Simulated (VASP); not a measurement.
# SiGe (P6_3mc) in VASP: a series of runs, part 2 of 2

VASP 6.6.1.

## (4) Single point, PBEsol

This run uses another cell than the first one, of 21.54 Å³/atom, 1.079 times its volume.

INCAR

```
SYSTEM = SiGe
ALGO = Normal
EDIFF = 1E-6
ENCUT = 520
GGA = PS
ISIF = 2
ISMEAR = 0
LASPH = .True.
LCHARG = .False.
LREAL = .False.
LWAVE = .False.
NBANDS = 26
NELM = 60
PREC = Accurate
SIGMA = 0.02
```

KPOINTS

```
k-points
0
Gamma
  12 12 6
  0 0 0
```

POSCAR

```
SiGe
1.0
    3.8905038580      0.0000000000      0.0000000000
   -1.9452519290      3.3692751746      0.0000000000
    0.0000000000      0.0000000000      6.5722606276
Si Ge
2 2
Direct
    0.6666666673      0.3333333327      0.8732683032
    0.3333333327      0.6666666673      0.3732683032
    0.6666666662      0.3333333338      0.5017306968
    0.3333333338      0.6666666662      0.0017306968
```

Potentials or basis: VASP PAW PBE potentials, release 64 (Si, Ge_d).

Run with:

```sh
> cat potpaw_PBE.64/Si/POTCAR potpaw_PBE.64/Ge_d/POTCAR > POTCAR
> mpirun -np 1 vasp_std > vasp.out
```

OUTCAR:

```text
SYSTEM = SiGe
   EDIFF = 1E-6
   ENCUT = 520
   GGA = PS
   ISIF = 2
   ISMEAR = 0
   LASPH = .True.
   LREAL = .False.
   NELM = 60
   PREC = Accurate

 ion  position               nearest neighbor table
   1  0.667  0.333  0.873-   4 2.40   4 2.40   4 2.40   3 2.44
   2  0.333  0.667  0.373-   3 2.40   3 2.40   3 2.40   4 2.44
   3  0.667  0.333  0.502-   2 2.40   2 2.40   2 2.40   1 2.44
   4  0.333  0.667  0.002-   1 2.40   1 2.40   1 2.40   2 2.44

  LATTYP: Found a hexagonal cell.
 ALAT       =     3.8905038580
 C/A-ratio  =     1.6893083435

  Lattice vectors:

 A1 = (   3.8905038580,   0.0000000000,   0.0000000000)
 A2 = (  -1.9452519290,   3.3692751746,   0.0000000000)
 A3 = (   0.0000000000,   0.0000000000,   6.5722606276)

Analysis of symmetry for initial positions (statically):
=====================================================================
 Subroutine PRICEL returns:
 Original cell was already a primitive cell.

 Routine SETGRP: Setting up the symmetry group for a
 hexagonal supercell.

 Subroutine GETGRP returns: Found 12 space group operations
 (whereof  6 operations were pure point group operations)
 out of a pool of 24 trial point group operations.

The static configuration has the point symmetry C_3v.
 The point group associated with its full space group is C_6v.

Analysis of symmetry for dynamics (positions and initial velocities):
=====================================================================
 Subroutine PRICEL returns:
 Original cell was already a primitive cell.

 Routine SETGRP: Setting up the symmetry group for a
 hexagonal supercell.

 Subroutine GETGRP returns: Found 12 space group operations
 (whereof  6 operations were pure point group operations)
 out of a pool of 24 trial point group operations.

The dynamic configuration has the point symmetry C_3v.
 The point group associated with its full space group is C_6v.

 Subroutine INISYM returns: Found 12 space group operations
 (whereof  6 operations are pure point group operations),
 and found     1 'primitive' translations

----------------------------------------------------------------------------------------

                                     Primitive cell

  volume of cell :      86.1504

  direct lattice vectors                    reciprocal lattice vectors
     3.890503858  0.000000000  0.000000000     0.257036116  0.148399871  0.000000000
    -1.945251929  3.369275175  0.000000000     0.000000000  0.296799741  0.000000000
     0.000000000  0.000000000  6.572260628     0.000000000  0.000000000  0.152154648

  length of vectors
     3.890503858  3.890503858  6.572260628     0.296799741  0.296799741  0.152154648

  position of ions in fractional coordinates (direct lattice)
     0.666666667  0.333333333  0.873268303
     0.333333333  0.666666667  0.373268303
     0.666666666  0.333333334  0.501730697
     0.333333334  0.666666666  0.001730697

  ion indices of the primitive-cell ions
   primitive index   ion index
                 1           1
                 2           2
                 3           3
                 4           4

----------------------------------------------------------------------------------------

 KPOINTS: k-points

Automatic generation of k-mesh.
 Grid dimensions read from file:
 generate k-points for:   12   12    6

 Generating k-lattice:

  Cartesian coordinates                     Fractional coordinates (reciprocal lattice)
     0.021419676  0.012366656  0.000000000     0.083333333  0.000000000  0.000000000
     0.000000000  0.024733312  0.000000000     0.000000000  0.083333333  0.000000000
     0.000000000  0.000000000  0.025359108     0.000000000  0.000000000  0.166666667

  Length of vectors
     0.024733312  0.024733312  0.025359108

  Shift w.r.t. Gamma in fractional coordinates (k-lattice)
     0.000000000  0.000000000  0.000000000

 Subroutine IBZKPT returns following result:
 ===========================================

 Found     76 irreducible k-points:

 Following reciprocal coordinates:
            Coordinates               Weight
  0.000000  0.000000  0.000000      1.000000
  0.083333  0.000000  0.000000      6.000000
  0.166667 -0.000000  0.000000      6.000000
  0.250000 -0.000000  0.000000      6.000000
  0.333333 -0.000000  0.000000      6.000000
  0.416667 -0.000000  0.000000      6.000000
[... 16 lines left out ...]
  0.250000 -0.000000  0.166667     12.000000
  0.333333 -0.000000  0.166667     12.000000
 [... further k-points ...]
   k-points           NKPTS =     76   k-points in BZ     NKDIM =     76   number of bands    NBANDS=     26
   number of dos      NEDOS =    301   number of ions     NIONS =      4
   total plane-waves  NPLWV =  45000
   dimension x,y,z NGX =    30 NGY =   30 NGZ =   50
   dimension x,y,z NGXF=    60 NGYF=   60 NGZF=  100
   ions per type =               2   2
   NGX,Y,Z   is equivalent  to a cutoff of  12.82, 12.82, 12.65 a.u.
   NGXF,Y,Z  is equivalent  to a cutoff of  25.64, 25.64, 25.30 a.u.
 SYSTEM =  SiGe
   PREC   = accura    normal or accurate (medium, high low for compatibility)
   ISTART =      0    job   : 0-new  1-cont  2-samecut
   ICHARG =      2    charge: 1-file 2-atom 10-const
   ISPIN  =      1    spin polarized calculation?
   LNONCOLLINEAR =      F non collinear calculations
   LSORBIT =      F    spin-orbit coupling
   LASPH  =      T    aspherical Exc in radial PAW
   ENCUT  =  520.0 eV  38.22 Ry    6.18 a.u.   7.23  7.23 12.22*2*pi/ulx,y,z
   NELM   =     60;   NELMIN=  2; NELMDL= -5     # of ELM steps
   EDIFF  = 0.1E-05   stopping-criterion for ELM
   LREAL  =      F    real-space projection
   EDIFFG = 0.1E-04   stopping-criterion for IOM
   NSW    =      0    number of steps for IOM
   IBRION =     -1    ionic relax: 0-MD 1-quasi-New 2-CG
   NFREE  =      0    steps in history (QN), initial steepest desc. (CG)
   ISIF   =      2    stress and relaxation
   ISYM   =      2    0-nonsym 1-usesym 2-fastsym
   POTIM  = 0.5000    time-step for ionic-motion
   TEBEG  =    0.0;   TEEND  =   0.0 temperature during run
   PSTRESS=    0.0 pullay stress
   NELECT =      36.0000    total number of electrons
   NUPDOWN=      -1.0000    fix difference up-down
   EMIN   =  10.00;   EMAX   =-10.00  energy-range for DOS
   EFERMI =   0.00;   METHOD = LEGACY
   ISMEAR =     0;   SIGMA  =   0.02  broadening in eV -4-tet -1-fermi 0-gaus
   EFERMI_NEDOS =   21; number of points for ismear=-14 and -15
   IALGO  =     38    algorithm
   IMIX   =      4    mixing-type and parameters
     AMIX     =   0.40;   BMIX     =  1.00
     AMIX_MAG =   1.60;   BMIX_MAG =  1.00
  volume/ion in A,a.u.               =      21.54       145.34
  Fermi-wavevector in a.u.,A,eV,Ry     =   1.223930  2.312893 20.381595  1.498005
  Thomas-Fermi vector in A             =   2.359023
   LORBIT       =      0    0 simple, 1 ext, 2 COOP (PROOUT), +10 PAW based schemes
   GGA     = PS    functional components
   LHFCALC =     F    Hartree Fock is set to
   AEXX    =    0.0000 exact exchange contribution
   IVDW    =     0    specifies the selected vdW correction
   LEPSILON=     F    determine dielectric tensor
   LRPA    =     F    only Hartree local field effects (RPA)
 non-spin polarized calculation
 Gauss-broadening in eV      SIGMA  =   0.02
  energy-cutoff  :      520.00
  volume of cell :       86.15
 maximum number of plane-waves:      2352
 NGX is ok and might be reduce to    30
   NGX = 15   NGY = 15   NGZ = 25

 number of electron      35.9999992 magnetization

 Free energy of the ion-electron system (eV)
  ---------------------------------------------------
  ext. energy  EPLUGINS =         0.00000000
  ---------------------------------------------------
  free energy    TOTEN  =       -21.24268195 eV

  energy without entropy =      -21.24268195  energy(sigma->0) =      -21.24268195

 E-fermi :   5.6204     XC(G=0):  -9.8198

 val. band max:        5.4560998647   @ k =   0.0000   0.0000   0.0000
 cond. band min:       5.7448758976   @ k =   0.4167  -0.0000   0.3333
 fundamental gap:      0.2887760329
 Fermi energy:         5.6204451878

 k-point     1 :       0.0000    0.0000    0.0000
  band No.  band energies     occupation
      1     -19.1049      2.00000
      2     -19.1044      2.00000
      3     -19.1010      2.00000
      4     -19.1010      2.00000
      5     -19.0982      2.00000
      6     -19.0982      2.00000
[... 18 lines left out ...]
     25       9.6863      0.00000
     26      11.8937      0.00000
[... 644 lines left out ...]
      4     -19.0976      2.00000
      5     -19.0953      2.00000
      6     -19.0940      2.00000
[... 18 lines left out ...]
     25      12.5201      0.00000
     26      12.8007      0.00000

 [... further k-points ...]
[... 5 lines left out ...]
  --------------------------------------------------------------------------------------
  -------------------------------------------------------------------------------------
  Total       -0.0108010     -0.0108010     -1.8997461      0.0000000      0.0000000      0.0000000
  in kB       -0.2008713     -0.2008713    -35.3304388      0.0000000      0.0000000      0.0000000
  external PRESSURE =     -11.9107271 kB  Pullay stress =       0.0000000 kB

 VOLUME and BASIS-vectors are now :
 -----------------------------------------------------------------------------
  energy-cutoff  :      520.00
  volume of cell :       86.15
      direct lattice vectors                 reciprocal lattice vectors
     3.890503858  0.000000000  0.000000000     0.257036116  0.148399871  0.000000000
    -1.945251929  3.369275175  0.000000000     0.000000000  0.296799741  0.000000000
     0.000000000  0.000000000  6.572260628     0.000000000  0.000000000  0.152154648

 POSITION                                       TOTAL-FORCE (eV/Angst)
 -----------------------------------------------------------------------------------
      1.94525      1.12309      5.73935        -0.000000      0.000000      0.001152
     -0.00000      2.24618      2.45322        -0.000000      0.000000      0.001152
      1.94525      1.12309      3.29750         0.000000      0.000000     -0.001152
      0.00000      2.24618      0.01137         0.000000      0.000000     -0.001152
 -----------------------------------------------------------------------------------
    total drift:                               -0.000000     -0.000001     -0.002692

  FREE ENERGIE OF THE ION-ELECTRON SYSTEM (eV)
  ---------------------------------------------------
  free  energy   TOTEN  =       -21.2426819516 eV

  energy  without entropy=      -21.2426819516  energy(sigma->0) =      -21.24268195
```

OSZICAR:

```text
N       E                     dE             d eps       ncg     rms          rms(c)
DAV:   1     0.264220998531E+03    0.26422E+03   -0.17666E+04  4650   0.297E+03
DAV:   2     0.217832619095E+02   -0.24244E+03   -0.23370E+03  3992   0.642E+02
DAV:   3    -0.198694847685E+02   -0.41653E+02   -0.41193E+02  4862   0.154E+02
DAV:   4    -0.215690539103E+02   -0.16996E+01   -0.16956E+01  4694   0.342E+01
DAV:   5    -0.216055224557E+02   -0.36469E-01   -0.36458E-01  4910   0.570E+00    0.571E+00
DAV:   6    -0.213583648226E+02    0.24716E+00   -0.10402E-01  4580   0.243E+00    0.333E+00
DAV:   7    -0.212401836988E+02    0.11818E+00   -0.18412E-01  4360   0.276E+00    0.224E-01
DAV:   8    -0.212423651757E+02   -0.21815E-02   -0.17359E-02  4948   0.133E+00    0.120E-01
DAV:   9    -0.212425542774E+02   -0.18910E-03   -0.47820E-04  5118   0.186E-01    0.884E-02
DAV:  10    -0.212426621733E+02   -0.10790E-03   -0.91274E-05  4912   0.701E-02    0.250E-02
DAV:  11    -0.212426801906E+02   -0.18017E-04   -0.19600E-05  4058   0.270E-02    0.438E-03
DAV:  12    -0.212426818222E+02   -0.16316E-05   -0.20708E-06  3912   0.962E-03    0.153E-03
DAV:  13    -0.212426819516E+02   -0.12941E-06   -0.22800E-07  2598   0.385E-03
   1 F= -.21242682E+02 E0= -.21242682E+02  d E =-.242475E-20
```

stdout:

```text
POSCAR found type information on POSCAR SiGe
 POSCAR found :  2 types and       4 ions
 scaLAPACK will be used
 -----------------------------------------------------------------------------
|                                                                             |
|                                                                             |
|     You enforced a specific xc type in the INCAR file but a different       |
|     I HOPE YOU KNOW WHAT YOU ARE DOING!                                     |
|                                                                             |
 -----------------------------------------------------------------------------

 LDA part: xc-table for (Slater+PW92), standard interpolation
 POSCAR, INCAR and KPOINTS ok, starting setup
 FFT: planning ... GRIDC
 FFT: planning ... GRID_SOFT
 FFT: planning ... GRID
 WAVECAR not read
 entering main loop
```

Run time: 66 s. Hardware: 1 thread of Intel Xeon 6975P-C (Granite Rapids), shared host; peak memory 0.29 GiB.

What came out:

```yaml
Free_energy: -21.2427 eV
Pressure: -1.2 GPa
Band_gap_on_the_k_mesh: 0.29 eV, indirect (least direct gap 0.59 eV)
```

Levels at points of the mesh, in eV from the valence-band top:
| k point | band 16 | band 17 | band 18 | band 19 | band 20 | band 21 |
| --- | --- | --- | --- | --- | --- | --- |
| (0.00, 0.00, 0.00) | -0.48 | 0.00 | 0.00 | 0.59 | 1.10 | 2.09 |
| (0.50, 0.00, 0.00) | -3.09 | -3.04 | -1.55 | 0.44 | 1.85 | 3.03 |
| (0.00, 0.00, 0.50) | -0.90 | -0.90 | -0.90 | 1.32 | 1.32 | 3.10 |
| (0.50, 0.00, 0.50) | -2.72 | -2.47 | -2.47 | 0.52 | 0.52 | 1.73 |

Caveat: the PAW data sets were made with another functional, which shifts forces and pressure a little.

## (5) Single point, PBEsol (uniaxial strain along c: +3.0 %)

INCAR

```
SYSTEM = SiGe
PREC = Accurate ; ENCUT = 520
EDIFF = 1E-6 ; ISMEAR = 0
SIGMA = 0.02 ; LREAL = .FALSE.
LASPH = .TRUE. ; NELM = 100
ALGO = Normal ; ISIF = 2
LWAVE = .FALSE. ; LCHARG = .TRUE.
GGA = PS ; LELF = .TRUE.
LVHAR = .TRUE. ; NBANDS = 26
```

KPOINTS

```
regular mesh
0
G
  12 12 6
  0 0 0
```

POSCAR

```
SiGe
1.0
    3.8713424164      0.0000000000      0.0000000000
   -1.9356712082      3.3526808794      0.0000000000
    0.0000000000      0.0000000000      6.6366945553
Si Ge
2 2
Direct
    0.6666666673      0.3333333327      0.8732683032
    0.3333333327      0.6666666673      0.3732683032
    0.6666666662      0.3333333338      0.5017306968
    0.3333333338      0.6666666662      0.0017306968
```

Run with:

```sh
> cat potpaw_PBE.64/Si/POTCAR potpaw_PBE.64/Ge_d/POTCAR > POTCAR
> mpirun -np 1 vasp_std > vasp.out
```

Run time: 76 s. Hardware: 1 thread of Intel Xeon 6975P-C (Granite Rapids), shared host; peak memory 0.29 GiB.

Results (log left out):

| Item | Value |
| --- | --- |
| Free energy | -21.2170 eV |
| Pressure | -1.1 GPa |
| Largest force | 0.116 eV/Å |
| Band gap on the k mesh | 0.26 eV, indirect (least direct gap 0.73 eV) |

Forces on the atoms (eV/Å):
```
Si   0.000  0.000 -0.116
Si   0.000  0.000 -0.116
Ge   0.000  0.000  0.116
Ge   0.000  0.000  0.116
```

Stress tensor (GPa, compression positive):
```
 0.97  0.00  0.00
 0.00  0.97  0.00
 0.00  0.00 -5.27
```

Levels at points of the mesh, in eV from the valence-band top:
```csv
k point,band 14,band 15,band 16,band 17,band 18,band 19,band 20,band 21,band 22,band 23
"(0.00, 0.00, 0.00)",-1.40,-1.40,-0.52,0.00,0.00,0.73,0.92,2.17,2.17,2.60
"(0.50, 0.00, 0.00)",-6.54,-4.74,-3.04,-3.03,-1.58,0.50,1.81,2.99,3.36,3.68
"(0.00, 0.00, 0.50)",-4.78,-0.85,-0.85,-0.85,-0.85,1.44,1.44,3.14,3.14,3.14
"(0.50, 0.00, 0.50)",-7.61,-2.76,-2.76,-2.45,-2.45,0.49,0.49,1.70,1.70,5.63
```

Caveat: the cell differs from its parent crystal (uniaxial strain along c: +3.0 %); the PAW data sets were made with another functional, which shifts forces and pressure a little. A k mesh can miss the band edges.

## (6) Single point, PBEsol (uniaxial strain along c: +3.0 %, then relaxed in part)

INCAR

```
SYSTEM = SiGe
PREC     = Accurate       ! precision mode
ENCUT    = 520            ! plane-wave cutoff, eV
EDIFF    = 1E-6           ! SCF threshold, eV
ISMEAR   = 0              ! smearing method
SIGMA    = 0.02           ! smearing width, eV
LREAL    = .FALSE.        ! projectors in reciprocal space
LASPH    = .TRUE.         ! aspherical terms in the spheres
NELM     = 60             ! most SCF steps
ALGO     = Normal         ! electronic algorithm
ISIF     = 2              ! what is computed and relaxed
LWAVE    = .FALSE.        ! write WAVECAR
LCHARG   = .FALSE.        ! write CHGCAR
GGA      = PS             ! functional
NBANDS   = 26             ! bands
```

KPOINTS

```
Automatic mesh
0
G
  12 12 6
  0 0 0
```

POSCAR

```
SiGe
1.0
    3.8857315010      0.0000000000      0.0000000000
   -1.9428657505      3.3651421922      0.0000000000
    0.0000000000      0.0000000000      6.6366945553
Si Ge
2 2
Direct
    0.6666666661      0.3333333339      0.8727146081
    0.3333333339      0.6666666661      0.3727146081
    0.6666666669      0.3333333331      0.5022843919
    0.3333333331      0.6666666669      0.0022843919
```

Potentials or basis: VASP PAW PBE potentials, release 64 (Si, Ge_d).

Run with:

```sh
> cat potpaw_PBE.64/Si/POTCAR potpaw_PBE.64/Ge_d/POTCAR > POTCAR
> mpirun -np 1 vasp_std > vasp.out
```

Wall time 69 s (1 thread of Intel Xeon 6975P-C (Granite Rapids), shared host); peak memory 0.28 GiB.

It converged, with:

| Item | Value |
| --- | --- |
| Free energy | -21.2199 eV |
| Pressure | -1.7 GPa |
| Largest force | 0.004 eV/Å |
| Band gap on the k mesh | 0.24 eV, indirect (least direct gap 0.67 eV) |

Forces on the atoms (eV/Å):
```
Si   0.000  0.000  0.004
Si   0.000  0.000  0.004
Ge   0.000  0.000 -0.004
Ge   0.000  0.000 -0.004
```

Stress tensor (GPa, compression positive):
```
-0.01  0.00  0.00
 0.00 -0.01  0.00
 0.00  0.00 -5.16
```

Levels at points of the mesh, in eV from the valence-band top:
```
           k point  band 16  band 17  band 18  band 19  band 20  band 21
(0.00, 0.00, 0.00)    -0.56     0.00     0.00     0.67     0.90     2.13
(0.50, 0.00, 0.00)    -3.04    -3.04    -1.56     0.48     1.78     2.95
(0.00, 0.00, 0.50)    -0.86    -0.86    -0.86     1.38     1.38     3.11
(0.50, 0.00, 0.50)    -2.77    -2.44    -2.44     0.46     0.46     1.71
```

Caveat: the cell differs from its parent crystal (uniaxial strain along c: +3.0 %, then relaxed in part); the PAW data sets were made with another functional, which shifts forces and pressure a little. A k mesh can miss the band edges.

## (7) Summary

| task | cell | cutoff (eV) | gap on the mesh (eV) | pressure (GPa) |
| --- | --- | --- | --- | --- |
| relaxation of shape and atoms at fixed volume | relaxed from a = 3.819, b = 3.819, c = 6.317 Å, angles 90.0, 90.0, 120.0°, 4 atoms | 600 | 0.24 | 5.7 |
| relaxation of shape and atoms at fixed volume | relaxed from a = 3.861, b = 3.861, c = 6.378 Å, angles 90.0, 90.0, 120.0°, 4 atoms | 600 | 0.29 | 2.6 |
| single point | a = 3.891, b = 3.891, c = 6.572 Å, angles 90.0, 90.0, 120.0°, 4 atoms | 520 | 0.29 | -1.2 |
| single point | a = 3.871, b = 3.871, c = 6.637 Å, angles 90.0, 90.0, 120.0°, 4 atoms | 520 | 0.26 | -1.1 |
| single point | a = 3.886, b = 3.886, c = 6.637 Å, angles 90.0, 90.0, 120.0°, 4 atoms | 520 | 0.24 | -1.7 |

Alike in all rows: level PBEsol; potentials or basis VASP PAW PBE potentials, release 64 (Si, Ge_d); no spin polarisation; k mesh 12 × 12 × 6; smearing gaussian 0.02 eV.

Caveats: the PAW data sets were made with another functional, which shifts forces and pressure a little.

Total energies depend on the potentials used, so only differences within one code and one set of settings carry meaning.
